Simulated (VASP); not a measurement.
SiC, 2 atoms in the cell. The structure is monoclinic, space group Cm (No. 8). The conventional cell has a = 5.336 Å, b = 3.081 Å, c = 3.081 Å, α = 90.00°, β = 125.26°, γ = 90.00°. Si (site symmetry m) has 4 C at 1.81 to 1.97 Å within 2.4 Å. Within 2.4 Å of C (site symmetry m) lie 4 Si at 1.81 to 1.97 Å.  This cell differs from its parent crystal: mode 4 frozen in at -0.048 Å and mode 5 at -0.048 Å (largest displacements).

| Item | Value |
| --- | --- |
| Program | VASP 6.6.1 |
| Task | single point |
| Functional | PBEsol |
| Potentials or basis | VASP PAW PBE potentials, release 64 (Si, C) |
| Cutoff | 520 eV |
| k mesh | 10 × 10 × 10 |
| Occupations | gaussian, width 0.05 eV |
| Spin | no spin polarisation |
| Dipole correction | no |
| Further INCAR settings | ALGO = Normal; EDIFF = 1e-06; NBANDS = 11 |

Potentials or basis: VASP PAW PBE potentials, release 64 (Si, C).

The run is started by

```console
$ cat potpaw_PBE.64/Si/POTCAR potpaw_PBE.64/C/POTCAR > POTCAR
$ mpirun -np 1 vasp_std > vasp.out
```

Hardware: 1 thread of Intel(R) Xeon(R) 6975P-C (Granite Rapids), with other jobs on the host.

Problem. How long does it take, and how much memory?

Solution. Wall time 15 s on 1 thread of Intel(R) Xeon(R) 6975P-C (Granite Rapids) (shared host), peak memory 0.17 GiB. Counts: scf iterations 12, k points 282.
